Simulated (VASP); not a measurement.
# Ba3H2 in VASP: a series of runs

The runs below take Ba3H2 through single point, with PBE+D3(BJ).

Program: VASP 6.6.1. These are calculated values, not measurements. Logs are shortened: lines on timing, memory, paths and dates and some standing lists are left out, and cuts for length are marked.

## 1. The cell of the first run

The cell holds a slab with vacuum, 5 atoms: a = 4.916 Å, b = 4.916 Å, c = 23.916 Å, α = 90.00°, β = 90.00°, γ = 90.00°.

## 2. Single point, PBE+D3(BJ)

INCAR reads:

```
PREC = Accurate ; ENCUT = 520
EDIFF = 1E-6 ; ISMEAR = 0
SIGMA = 0.1 ; LREAL = False
LASPH = True ; NELM = 60
ALGO = Normal ; ISIF = 2
LWAVE = False ; LCHARG = True
LDIPOL = True ; IDIPOL = 3
DIPOL = 0.5 0.5 0.565 ; GGA = PE
IVDW = 12 ; LELF = True
LVHAR = True ; LVACPOTAV = True
NBANDS = 24
```

KPOINTS reads:

```
regular mesh
0
Gamma
  6 6 1
```

POSCAR reads:

```
Ba3H2
1.0
    4.9162006832      0.0000000000      0.0000000000
    0.0000000000      4.9162006832      0.0000000000
    0.0000000000      0.0000000000     23.9162006832
Ba H
3 2
Direct
    0.5000000000      0.5000000000      0.3554076215
    0.0004422618      0.0000196467      0.4598288699
    0.5008365810      0.5000253089      0.5637930000
    0.4644959362      0.4975380590      0.7274328748
    0.3211051274      0.4938628560      0.7164037975
```

Potentials or basis: VASP PAW PBE potentials, release 64 (Ba_sv, H).

Command:

```bash
> cat potpaw_PBE.64/Ba_sv/POTCAR potpaw_PBE.64/H/POTCAR > POTCAR
> mpirun -np 1 vasp_std > vasp.out
```

OUTCAR:

```text
PREC = Accurate
   ENCUT = 520
   EDIFF = 1E-6
   ISMEAR = 0
   LREAL = False
   LASPH = True
   NELM = 60
   ISIF = 2
   GGA = PE
   IVDW = 12
 IVDW          = 12

 ion  position               nearest neighbor table
   1  0.500  0.500  0.355-   2 4.28   2 4.28   2 4.28   2 4.28
   2  0.000  0.000  0.460-   3 4.27   3 4.27   3 4.28   3 4.28   1 4.28   1 4.28   1 4.28   1 4.28

   3  0.501  0.500  0.564-   2 4.27   2 4.27   2 4.28   2 4.28
   4  0.464  0.498  0.727-   5 0.75
   5  0.321  0.494  0.716-   4 0.75

  LATTYP: Found a simple tetragonal cell.
 ALAT       =     4.9162006832
 C/A-ratio  =     4.8647730685

  Lattice vectors:

 A1 = (   4.9162006832,   0.0000000000,   0.0000000000)
 A2 = (   0.0000000000,   4.9162006832,   0.0000000000)
 A3 = (   0.0000000000,   0.0000000000,  23.9162006832)

Analysis of symmetry for initial positions (statically):
=====================================================================
 Subroutine PRICEL returns:
 Original cell was already a primitive cell.

 Routine SETGRP: Setting up the symmetry group for a
 simple tetragonal supercell.

 Subroutine GETGRP returns: Found  1 space group operations
 (whereof  1 operations were pure point group operations)
 out of a pool of 16 trial point group operations.

The static configuration has the point symmetry C_1 .

Analysis of symmetry for dynamics (positions and initial velocities):
=====================================================================
 Subroutine PRICEL returns:
 Original cell was already a primitive cell.

 Routine SETGRP: Setting up the symmetry group for a
 simple tetragonal supercell.

 Subroutine GETGRP returns: Found  1 space group operations
 (whereof  1 operations were pure point group operations)
 out of a pool of 16 trial point group operations.

The dynamic configuration has the point symmetry C_1 .

 Subroutine INISYM returns: Found  1 space group operations
 (whereof  1 operations are pure point group operations),
 and found     1 'primitive' translations

----------------------------------------------------------------------------------------

                                     Primitive cell

  volume of cell :     578.0314

  direct lattice vectors                    reciprocal lattice vectors
     4.916200683  0.000000000  0.000000000     0.203409109  0.000000000  0.000000000
     0.000000000  4.916200683  0.000000000     0.000000000  0.203409109  0.000000000
     0.000000000  0.000000000 23.916200683     0.000000000  0.000000000  0.041812661

  length of vectors
     4.916200683  4.916200683 23.916200683     0.203409109  0.203409109  0.041812661

  position of ions in fractional coordinates (direct lattice)
     0.500000000  0.500000000  0.355407621
     0.000442262  0.000019647  0.459828870
     0.500836581  0.500025309  0.563793000
     0.464495936  0.497538059  0.727432875
     0.321105127  0.493862856  0.716403798

  ion indices of the primitive-cell ions
   primitive index   ion index
                 1           1
                 2           2
                 3           3
                 4           4
                 5           5

----------------------------------------------------------------------------------------

 KPOINTS: regular mesh

Automatic generation of k-mesh.
 Grid dimensions read from file:
 generate k-points for:    6    6    1

 Generating k-lattice:

  Cartesian coordinates                     Fractional coordinates (reciprocal lattice)
     0.033901518  0.000000000  0.000000000     0.166666667  0.000000000  0.000000000
     0.000000000  0.033901518  0.000000000     0.000000000  0.166666667  0.000000000
     0.000000000  0.000000000  0.041812661     0.000000000  0.000000000  1.000000000

  Length of vectors
     0.033901518  0.033901518  0.041812661

  Shift w.r.t. Gamma in fractional coordinates (k-lattice)
     0.000000000  0.000000000  0.000000000

 Subroutine IBZKPT returns following result:
 ===========================================

 Found     20 irreducible k-points:

 Following reciprocal coordinates:
            Coordinates               Weight
  0.000000  0.000000  0.000000      1.000000
  0.166667  0.000000  0.000000      2.000000
  0.000000  0.166667  0.000000      2.000000
  0.333333  0.000000  0.000000      2.000000
  0.000000  0.333333  0.000000      2.000000
  0.500000  0.000000  0.000000      1.000000
[... 12 lines left out ...]
 -0.333333  0.500000  0.000000      2.000000
  0.500000  0.500000  0.000000      1.000000
   k-points           NKPTS =     20   k-points in BZ     NKDIM =     20   number of bands    NBANDS=     24
   number of dos      NEDOS =    301   number of ions     NIONS =      5
   total plane-waves  NPLWV = 288000
   dimension x,y,z NGX =    40 NGY =   40 NGZ =  180
   dimension x,y,z NGXF=    80 NGYF=   80 NGZF=  360
   ions per type =               3   2
   NGX,Y,Z   is equivalent  to a cutoff of  13.53, 13.53, 12.51 a.u.
   NGXF,Y,Z  is equivalent  to a cutoff of  27.05, 27.05, 25.02 a.u.
 SYSTEM =  unknown system
   PREC   = accura    normal or accurate (medium, high low for compatibility)
   ISTART =      0    job   : 0-new  1-cont  2-samecut
   ICHARG =      2    charge: 1-file 2-atom 10-const
   ISPIN  =      1    spin polarized calculation?
   LNONCOLLINEAR =      F non collinear calculations
   LSORBIT =      F    spin-orbit coupling
   LASPH  =      T    aspherical Exc in radial PAW
   ENCUT  =  520.0 eV  38.22 Ry    6.18 a.u.   9.14  9.14 44.47*2*pi/ulx,y,z
   NELM   =     60;   NELMIN=  2; NELMDL= -5     # of ELM steps
   EDIFF  = 0.1E-05   stopping-criterion for ELM
   LREAL  =      F    real-space projection
   EDIFFG = 0.1E-04   stopping-criterion for IOM
   NSW    =      0    number of steps for IOM
   IBRION =     -1    ionic relax: 0-MD 1-quasi-New 2-CG
   NFREE  =      0    steps in history (QN), initial steepest desc. (CG)
   ISIF   =      2    stress and relaxation
   ISYM   =      2    0-nonsym 1-usesym 2-fastsym
   POTIM  = 0.5000    time-step for ionic-motion
   TEBEG  =    0.0;   TEEND  =   0.0 temperature during run
   PSTRESS=    0.0 pullay stress
   NELECT =      32.0000    total number of electrons
   NUPDOWN=      -1.0000    fix difference up-down
   EMIN   =  10.00;   EMAX   =-10.00  energy-range for DOS
   EFERMI =   0.00;   METHOD = LEGACY
   ISMEAR =     0;   SIGMA  =   0.10  broadening in eV -4-tet -1-fermi 0-gaus
   EFERMI_NEDOS =   21; number of points for ismear=-14 and -15
   IALGO  =     38    algorithm
   IMIX   =      4    mixing-type and parameters
     AMIX     =   0.40;   BMIX     =  1.00
     AMIX_MAG =   1.60;   BMIX_MAG =  1.00
  volume/ion in A,a.u.               =     115.61       780.15
  Fermi-wavevector in a.u.,A,eV,Ry     =   0.623937  1.179071  5.296719  0.389298
  Thomas-Fermi vector in A             =   1.684319
   LORBIT       =      0    0 simple, 1 ext, 2 COOP (PROOUT), +10 PAW based schemes
   GGA     = PE    functional components
   LHFCALC =     F    Hartree Fock is set to
   AEXX    =    0.0000 exact exchange contribution
   IVDW    =    12    specifies the selected vdW correction
   LEPSILON=     F    determine dielectric tensor
   LRPA    =     F    only Hartree local field effects (RPA)
 non-spin polarized calculation
 Gauss-broadening in eV      SIGMA  =   0.10
  energy-cutoff  :      520.00
  volume of cell :      578.03
 maximum number of plane-waves:     15606
 NGX is ok and might be reduce to    40
   NGX = 19   NGY = 19   NGZ = 89

 dipolmoment           0.000000      0.000000      0.000657 electrons x Angstroem

 number of electron      32.0000001 magnetization

 dipolmoment           0.000000      0.000000     -0.025321 electrons x Angstroem

 Free energy of the ion-electron system (eV)
  ---------------------------------------------------
  ext. energy  EPLUGINS =         0.00000000
  ---------------------------------------------------
  free energy    TOTEN  =       -11.54758243 eV

  energy without entropy =      -11.52794345  energy(sigma->0) =      -11.53776294

 E-fermi :  -0.8081     XC(G=0):  -3.3769

 val. band max:       -0.8652056508   @ k =   0.1667   0.1667   0.0000
 cond. band min:      -0.7747633712   @ k =   0.3333   0.3333   0.0000
 fundamental gap:      0.0904422796
 Fermi energy:        -0.8081125158

 k-point     1 :       0.0000    0.0000    0.0000
  band No.  band energies     occupation
      1     -30.2380      2.00000
      2     -30.2209      2.00000
      3     -29.4718      2.00000
      4     -15.4530      2.00000
      5     -15.4314      2.00000
      6     -15.3412      2.00000
[... 16 lines left out ...]
     23       1.0075      0.00000
     24       1.1423      0.00000

 k-point     2 :       0.1667    0.0000    0.0000
  band No.  band energies     occupation
      1     -30.2369      2.00000
      2     -30.2199      2.00000
      3     -29.4712      2.00000
      4     -15.4598      2.00000
      5     -15.4273      2.00000
      6     -15.3612      2.00000
[... 16 lines left out ...]
     23       0.8672      0.00000
     24       0.9348      0.00000

 k-point     3 :       0.0000    0.1667    0.0000
  band No.  band energies     occupation
      1     -30.2369      2.00000
      2     -30.2199      2.00000
      3     -29.4712      2.00000
      4     -15.4598      2.00000
      5     -15.4274      2.00000
      6     -15.3613      2.00000
[... 16 lines left out ...]
     23       0.8769      0.00000
     24       0.9449      0.00000

 k-point     4 :       0.3333    0.0000    0.0000
  band No.  band energies     occupation
      1     -30.2348      2.00000
      2     -30.2178      2.00000
      3     -29.4700      2.00000
      4     -15.4739      2.00000
      5     -15.4308      2.00000
      6     -15.4016      2.00000
[... 16 lines left out ...]
     23       0.7778      0.00000
     24       0.9963      0.00000

 k-point     5 :       0.0000    0.3333    0.0000
  band No.  band energies     occupation
      1     -30.2348      2.00000
      2     -30.2178      2.00000
      3     -29.4700      2.00000
      4     -15.4739      2.00000
      5     -15.4314      2.00000
      6     -15.4016      2.00000
[... 16 lines left out ...]
     23       0.7958      0.00000
     24       1.0373      0.00000

 k-point     6 :       0.5000    0.0000    0.0000
  band No.  band energies     occupation
      1     -30.2338      2.00000
      2     -30.2168      2.00000
      3     -29.4693      2.00000
      4     -15.4802      2.00000
      5     -15.4534      2.00000
      6     -15.4111      2.00000
[... 16 lines left out ...]
     23       0.7962      0.00000
     24       0.8981      0.00000
[... 271 lines left out ...]
 k-point    17 :      -0.3333    0.3333    0.0000
  band No.  band energies     occupation
      1     -30.2320      2.00000
      2     -30.2150      2.00000
      3     -29.4673      2.00000
      4     -15.4561      2.00000
      5     -15.4178      2.00000
      6     -15.4057      2.00000
[... 16 lines left out ...]
     23       0.4910      0.00000
     24       0.5986      0.00000

 k-point    18 :       0.5000    0.3333    0.0000
  band No.  band energies     occupation
      1     -30.2311      2.00000
      2     -30.2141      2.00000
      3     -29.4664      2.00000
      4     -15.4532      2.00000
      5     -15.4370      2.00000
      6     -15.4101      2.00000
[... 16 lines left out ...]
     23       0.4736      0.00000
     24       0.7670      0.00000

 k-point    19 :      -0.3333    0.5000    0.0000
  band No.  band energies     occupation
      1     -30.2311      2.00000
      2     -30.2141      2.00000
      3     -29.4664      2.00000
      4     -15.4530      2.00000
      5     -15.4376      2.00000
      6     -15.4128      2.00000
[... 16 lines left out ...]
     23       0.5688      0.00000
     24       0.8125      0.00000

 k-point    20 :       0.5000    0.5000    0.0000
  band No.  band energies     occupation
      1     -30.2302      2.00000
      2     -30.2132      2.00000
      3     -29.4655      2.00000
      4     -15.4443      2.00000
      5     -15.4432      2.00000
      6     -15.4344      2.00000
[... 16 lines left out ...]
     23       0.9082      0.00000
     24       0.9587      0.00000

------------------------ aborting loop because EDIFF is reached ----------------------------------------

 Edisp (eV)   -0.39717

 E8    (eV) :    -0.2310

  FORCE on cell =-STRESS in cart. coord.  units (eV):
  Direction    XX          YY          ZZ          XY          YZ          ZX
  --------------------------------------------------------------------------------------
  -------------------------------------------------------------------------------------
  Total      -1.17517    -1.13651    -0.00811    -0.00057    -0.00116    -0.03274
  in kB      -3.25732    -3.15016    -0.02248    -0.00158    -0.00322    -0.09073
  external pressure =       -2.14 kB  Pullay stress =        0.00 kB

 VOLUME and BASIS-vectors are now :
 -----------------------------------------------------------------------------
  energy-cutoff  :      520.00
  volume of cell :      578.03
      direct lattice vectors                 reciprocal lattice vectors
     4.916200683  0.000000000  0.000000000     0.203409109  0.000000000  0.000000000
     0.000000000  4.916200683  0.000000000     0.000000000  0.203409109  0.000000000
     0.000000000  0.000000000 23.916200683     0.000000000  0.000000000  0.041812661

 POSITION                                       TOTAL-FORCE (eV/Angst)
 -----------------------------------------------------------------------------------
      2.45810      2.45810      8.50000         0.001676      0.000064     -0.006293
      0.00217      0.00010     10.99736        -0.000058     -0.000012     -0.000218
      2.46221      2.45822     13.48379         0.001763      0.000086      0.006844
      2.28356      2.44600     17.39743        -0.036012     -0.000753     -0.011355
      1.57862      2.42793     17.13366         0.032630      0.000616      0.011022
 -----------------------------------------------------------------------------------
    total drift:                               -0.000019      0.000020     -0.000100

  FREE ENERGIE OF THE ION-ELECTRON SYSTEM (eV)
  ---------------------------------------------------
  free  energy   TOTEN  =       -11.9447487905 eV

  energy  without entropy=      -11.9251098059  energy(sigma->0) =      -11.93492930

 vacuum level on the upper side and lower side of the slab         1.340         1.521
```

It took 5.2 min on 1 thread of AMD EPYC 9R45 (Zen 5), shared host; peak memory 0.72 GiB.

What came out:

```yaml
Free_energy: -11.9447 eV
Largest_force: 0.038 eV/Å
Band_gap_on_the_k_mesh: zero (band 16 reaches -0.58 eV, above the bottom of band 17 at -1.15 eV)
Dispersion_energy_per_atom: -0.079 eV
```

Forces on the atoms (eV/Å):
```
Ba   0.002  0.000 -0.006
Ba   0.000  0.000  0.000
Ba   0.002  0.000  0.007
H   -0.036 -0.001 -0.011
H    0.033  0.001  0.011
```

Caveat: spin-orbit coupling is left out, which moves the levels of the heavy elements.

## 3. Single point, PBE+D3(BJ)

INCAR reads:

```
ALGO = Normal
DIPOL = 0.5 0.5 0.560
EDIFF = 1E-6
ENCUT = 520
GGA = PE
IDIPOL = 3
ISIF = 2
ISMEAR = 0
IVDW = 12
LASPH = T
LCHARG = F
LDIPOL = T
LREAL = F
LWAVE = F
NBANDS = 24
NELM = 60
PREC = Accurate
SIGMA = 0.1
```

KPOINTS reads:

```
k-points
0
Gamma
  6 6 1
```

POSCAR reads:

```
Ba3H2
1.0
    4.9162006832      0.0000000000      0.0000000000
    0.0000000000      4.9162006832      0.0000000000
    0.0000000000      0.0000000000     23.9162006832
Ba H
3 2
Direct
    0.5000000000      0.5000000000      0.3554076215
   -0.0000253200     -0.0017353004      0.4601295187
    0.4998626272      0.4968209692      0.5643038679
    0.0235698990      0.8437233284      0.6940306527
    0.0258318225      0.7962101975      0.7240362486
```

Potentials or basis: VASP PAW PBE potentials, release 64 (Ba_sv, H).

Command:

```bash
> cat potpaw_PBE.64/Ba_sv/POTCAR potpaw_PBE.64/H/POTCAR > POTCAR
> mpirun -np 1 vasp_std > vasp.out
```

OUTCAR:

```text
EDIFF = 1E-6
   ENCUT = 520
   GGA = PE
   ISIF = 2
   ISMEAR = 0
   IVDW = 12
   LASPH = T
   LREAL = F
   NELM = 60
   PREC = Accurate
 IVDW          = 12

 ion  position               nearest neighbor table
   1  0.500  0.500  0.355-   2 4.28   2 4.28   2 4.29   2 4.29
   2  1.000  0.998  0.460-   3 4.27   3 4.27   1 4.28   1 4.28   3 4.28   3 4.28   1 4.29   1 4.29

   3  0.500  0.497  0.564-   2 4.27   2 4.27   2 4.28   2 4.28
   4  0.024  0.844  0.694-   5 0.75
   5  0.026  0.796  0.724-   4 0.75

  LATTYP: Found a simple tetragonal cell.
[... 747 lines left out ...]
  -------------------------------------------------------------------------------------
  Total      -1.15067    -1.16420    -0.05714     0.00001     0.05119    -0.00091
  in kB      -3.18940    -3.22690    -0.15839     0.00001     0.14189    -0.00254
  external pressure =       -2.19 kB  Pullay stress =        0.00 kB

 VOLUME and BASIS-vectors are now :
 -----------------------------------------------------------------------------
  energy-cutoff  :      520.00
  volume of cell :      578.03
      direct lattice vectors                 reciprocal lattice vectors
     4.916200683  0.000000000  0.000000000     0.203409109  0.000000000  0.000000000
     0.000000000  4.916200683  0.000000000     0.000000000  0.203409109  0.000000000
     0.000000000  0.000000000 23.916200683     0.000000000  0.000000000  0.041812661

 POSITION                                       TOTAL-FORCE (eV/Angst)
 -----------------------------------------------------------------------------------
      2.45810      2.45810      8.50000        -0.000012     -0.006711     -0.001794
      4.91608      4.90767     11.00455        -0.000262      0.001271      0.000086
      2.45742      2.44247     13.49600         0.001018      0.002899      0.004008
      0.11587      4.14791     16.59858        -0.001807     -0.012341      0.021109
      0.12699      3.91433     17.31620         0.001063      0.014882     -0.023409
 -----------------------------------------------------------------------------------
    total drift:                                0.000007      0.000142     -0.000287

  FREE ENERGIE OF THE ION-ELECTRON SYSTEM (eV)
  ---------------------------------------------------
  free  energy   TOTEN  =       -11.9581680016 eV

  energy  without entropy=      -11.9394966618  energy(sigma->0) =      -11.94883233

 vacuum level on the upper side and lower side of the slab         1.134         1.189
```

stdout:

```text
POSCAR found type information on POSCAR BaH
 POSCAR found :  2 types and       5 ions
 scaLAPACK will be used
 LDA part: xc-table for (Slater+PW92), standard interpolation
 POSCAR, INCAR and KPOINTS ok, starting setup
 FFT: planning ... GRIDC
 FFT: planning ... GRID_SOFT
 FFT: planning ... GRID
 WAVECAR not read
 entering main loop
```

It took 5.2 min on 1 thread of AMD EPYC 9R45 (Zen 5), shared host; peak memory 0.71 GiB.

What came out:

```yaml
Free_energy: -11.9582 eV
Largest_force: 0.028 eV/Å
Band_gap_on_the_k_mesh: zero (band 16 reaches -0.61 eV, above the bottom of band 17 at -1.17 eV)
Dispersion_energy_per_atom: -0.080 eV
```

Forces on the atoms (eV/Å):
```
Ba   0.000 -0.007 -0.002
Ba   0.000  0.001  0.000
Ba   0.001  0.003  0.004
H   -0.002 -0.012  0.021
H    0.001  0.015 -0.023
```

Levels at points of the mesh, in eV from the Fermi level:
| k point | band 13 | band 14 | band 15 | band 16 | band 17 | band 18 | band 19 | band 20 |
| --- | --- | --- | --- | --- | --- | --- | --- | --- |
| (0.00, 0.00, 0.00) | -8.07 | -2.37 | -1.35 | -0.52 | -0.34 | 0.49 | 0.66 | 1.12 |
| (0.50, 0.00, 0.00) | -8.04 | -0.85 | -0.73 | -0.65 | 0.27 | 0.56 | 0.75 | 1.03 |
| (0.00, 0.50, 0.00) | -8.04 | -0.85 | -0.72 | -0.64 | 0.24 | 0.51 | 0.75 | 1.03 |
| (0.50, 0.50, 0.00) | -8.01 | -0.53 | -0.44 | 0.17 | 0.43 | 0.43 | 0.63 | 0.64 |

Caveat: spin-orbit coupling is left out, which moves the levels of the heavy elements.
